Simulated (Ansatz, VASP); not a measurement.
## Au: VASP beside Ansatz

File INCAR:

```
SYSTEM = Au
PREC = Accurate
ENCUT = 520
EDIFF = 1E-7
ISMEAR = -1
SIGMA = 0.1
LREAL = .False.
LASPH = .True.
NELM = 80
ALGO = Normal
ISIF = 2
LWAVE = .False.
LCHARG = .False.
GGA = RE
NBANDS = 30
```

The input KPOINTS:

```
regular mesh
0
Gamma
  14 14 4
  0 0 0
```

POSCAR

```
Au
1.0
    2.8974743390      0.0000000000      0.0000000000
   -1.4487371695      2.5092863844      0.0000000000
    0.0000000000      0.0000000000      9.6969993848
Au
4
Direct
    0.0000000000      1.0000000000      1.0000000000
    0.0000000000      1.0000000000      0.5000000000
    0.3333333333      0.6666666667      0.2500000000
    0.6666666667      0.3333333333      0.7500000000
```

Input for Ansatz:

```yaml
crystal:
  lattice:
    - [2.897474339, 0.0, 0.0]
    - [-1.4487371695, 2.5092863844, 0.0]
    - [0.0, 0.0, 9.6969993848]
  atoms:
    - { symbol: Au, position: [0.0, 1.0, 1.0] }
    - { symbol: Au, position: [0.0, 1.0, 0.5] }
    - { symbol: Au, position: [0.3333333333, 0.6666666667, 0.25] }
    - { symbol: Au, position: [0.6666666667, 0.3333333333, 0.75] }
hamiltonian:
  xc: revpbe
  pseudopotentials:
    kind: paw
    azcp:
      Au: "pseudopotentials/Au.paw.azcp"
basis:
  ecutwfc: 420
  fft_grid_basis: typed
kpoints:
  mp_grid: { grid: [14, 14, 4], shift: [0, 0, 0] }
magnetization:
  spin_polarized: false
scf:
  occupations: { method: fermi_dirac, width: 0.1 }
  lower_state_search: "off"
output:
  stress: true
```

Alike in both runs: task single point; functional revPBE; k mesh 14 × 14 × 4; occupations fermi-dirac, width 0.1 eV; no spin polarisation.

```csv
,VASP,Ansatz
version,VASP 6.6.1,Ansatz 0.2.0
potentials or method,"VASP PAW PBE potentials, release 64 (Au), cutoff 520 eV","plane waves (420 eV) with PAW, scalar-relativistic"
valence electrons in the cell,44,76
```

|  | VASP | Ansatz | Ansatz less VASP |
| --- | --- | --- | --- |
| pressure (GPa) | 5.6 | 5.8 | +0.26 |
| traceless stress, the component that is largest in VASP (GPa) | -0.73 | -0.73 | +0.008 |

VASP's potentials were made for PBE, not for revPBE. The functional is the same, so the differences come from potentials, cutoffs and numerics. VASP's potentials hold 44 valence electrons a cell and Ansatz's 76, so a difference there can come from the potentials and not from the codes.

Neither program's run includes spin-orbit coupling.
